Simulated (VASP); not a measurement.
A run of VASP 6.6.1 is set up as follows.

Contents of INCAR:

```
SYSTEM = Os
ALGO = Normal
EDIFF = 1E-6
ENCUT = 560
GGA = PS
GGA_COMPAT = .FALSE.
ISIF = 2
ISMEAR = -1
IVDW = 12
LASPH = .TRUE.
LCHARG = .FALSE.
LDAU = .TRUE.
LDAUJ = 0
LDAUL = 2
LDAUPRINT = 1
LDAUTYPE = 2
LDAUU = 3
LMAXMIX = 4
LREAL = .FALSE.
LWAVE = .FALSE.
NBANDS = 14
NELM = 200
PREC = Accurate
SIGMA = 0.05
```

File KPOINTS:

```
k-points
0
G
  9 9 9
  0 0 0
```

The input POSCAR:

```
Os
1.0
   -0.0525720000      1.9437170000      1.9376940000
    1.9482710000     -0.0376220000      1.9227440000
    1.9198500000      1.9003460000     -0.0092000000
Os
1
Direct
    0.0003050000      0.0045110000     -0.0191350000
```

Potentials or basis: VASP PAW PBE potentials, release 64 (Os_sv_GW).

Command:

```bash
$ cat potpaw_PBE.64/Os_sv_GW/POTCAR > POTCAR
$ mpirun -np 1 vasp_std > vasp.out
```

Question: What does it give for the pressure?

Answer: -28.6 GPa.

Question: Estimate the band gap on the k mesh.

Answer: Zero (bands 8 and 9 overlap by 3.18 eV).

Question: What does it give for the dispersion energy per atom?

Answer: -0.635 eV.

Eigenvalues of the final occupation matrices:
```tsv
site	spin	trace	eigenvalues
site 1 d	1	2.61	0.49 0.50 0.50 0.56 0.56
site 1 d	2	2.61	0.49 0.50 0.50 0.56 0.56
```

Caveat: the cell differs from its parent crystal (the cell strained at random); the cell stands under tension; the PAW data sets were made with another functional, which shifts forces and pressure a little; spin-orbit coupling is left out, which moves the levels of the heavy elements; U without spin polarisation on a metal has little footing; the U is typed as a test and isn't derived for this compound.
